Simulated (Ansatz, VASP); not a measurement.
# One calculation of HfO2, two programs

INCAR

```
ALGO = Normal
EDIFF = 1E-7
EDIFFG = -0.01
ENCUT = 600
GGA = PS
IBRION = 2
ISIF = 3
ISMEAR = -1
LASPH = True
LCHARG = False
LDAU = True
LDAUJ = 0 0
LDAUL = 2 -1
LDAUPRINT = 1
LDAUTYPE = 2
LDAUU = 6 0
LMAXMIX = 4
LREAL = False
LWAVE = False
NELM = 150
NSW = 60
PREC = Accurate
SIGMA = 0.05
```

Contents of KPOINTS:

```
k-points
0
Gamma
  4 5 4
```

POSCAR

```
HfO2
1.0
    5.2194633600      0.0000000000      0.0000000000
    0.0000000000      5.0047636900      0.0000000000
    0.0000000000      0.0000000000      5.0326850500
Hf O
4 8
Direct
    0.9669940000      0.7325208200      0.7414403500
    0.5330060000      0.7325208200      0.2414403500
    0.4669940000      0.2674791800      0.7414403500
    0.0330060000      0.2674791800      0.2414403500
    0.6321274500      0.9286454000      0.8792672600
    0.8678725500      0.9286454000      0.3792672600
    0.2339485200      0.5398830500      0.4922923900
    0.2660514800      0.5398830500      0.9922923900
    0.7660514800      0.4601169500      0.9922923900
    0.7339485200      0.4601169500      0.4922923900
    0.1321274500      0.0713546000      0.8792672600
    0.3678725500      0.0713546000      0.3792672600
```

The input input.yaml:

```yaml
crystal:
  lattice:
    - [5.21946336, 0.0, 0.0]
    - [0.0, 5.00476369, 0.0]
    - [0.0, 0.0, 5.03268505]
  atoms:
    - { symbol: Hf, position: [0.966994, 0.73252082, 0.74144035] }
    - { symbol: Hf, position: [0.533006, 0.73252082, 0.24144035] }
    - { symbol: Hf, position: [0.466994, 0.26747918, 0.74144035] }
    - { symbol: Hf, position: [0.033006, 0.26747918, 0.24144035] }
    - { symbol: O, position: [0.63212745, 0.9286454, 0.87926726] }
    - { symbol: O, position: [0.86787255, 0.9286454, 0.37926726] }
    - { symbol: O, position: [0.23394852, 0.53988305, 0.49229239] }
    - { symbol: O, position: [0.26605148, 0.53988305, 0.99229239] }
    - { symbol: O, position: [0.76605148, 0.46011695, 0.99229239] }
    - { symbol: O, position: [0.73394852, 0.46011695, 0.49229239] }
    - { symbol: O, position: [0.13212745, 0.0713546, 0.87926726] }
    - { symbol: O, position: [0.36787255, 0.0713546, 0.37926726] }
hamiltonian:
  xc: pbesol
  pseudopotentials: { kind: paw }
  hubbard: { sites: [{ species: Hf, l: d, u_eff: 6.0 }] }
kpoints:
  mp_grid: { grid: [4, 5, 4] }
scf:
  occupations: { method: fermi_dirac, width: 0.05 }
output:
  forces: true
  stress: true
  eigenvalues: true
  write_density: true
  write_potential: true
  elf: true
  volumetric_format: npy
relax:
  f_tol: 0.01
  max_steps: 40
  cell: { stress_tol: 0.05 }
```

Alike in both runs: task relaxation of cell and atoms; functional PBEsol; k mesh 4 × 5 × 4; occupations fermi-dirac, width 0.05 eV; no spin polarisation; Hubbard terms Hf d U = 6.0 eV.

```csv
,VASP,Ansatz
version,VASP 6.6.1,Ansatz 0.2.0
potentials or method,"VASP PAW PBE potentials, release 64 (Hf_pv, O)",Ansatz PAW
plane-wave cutoff (eV),600,420
valence electrons in the cell,88,152
```

```tsv
	VASP	Ansatz	Ansatz less VASP
gap on the k mesh at the Fermi level, each at its own relaxed structure (eV)	5.07	5.21	+0.139
relaxed volume (Å³/atom)	11.68	11.47	-0.208
relaxed cell length with the largest relative difference (Å)	5.151	5.116	-0.0346
```

VASP's potentials were made for PBE, not for PBEsol. The programs project onto different local orbitals, so the same U acts differently, and such runs can settle in different states. VASP's potentials hold 88 valence electrons a cell and Ansatz's 152, so a difference there can come from the potentials and not from the codes.

Spin-orbit coupling is off throughout. Noted on Ansatz's run: odd divisions of the mesh miss points on the zone boundary, where band edges often lie, so the gap on the mesh can be too wide; the plane-wave basis is chosen anew once the cell has moved, so the energies of steps on either side of that aren't comparable.
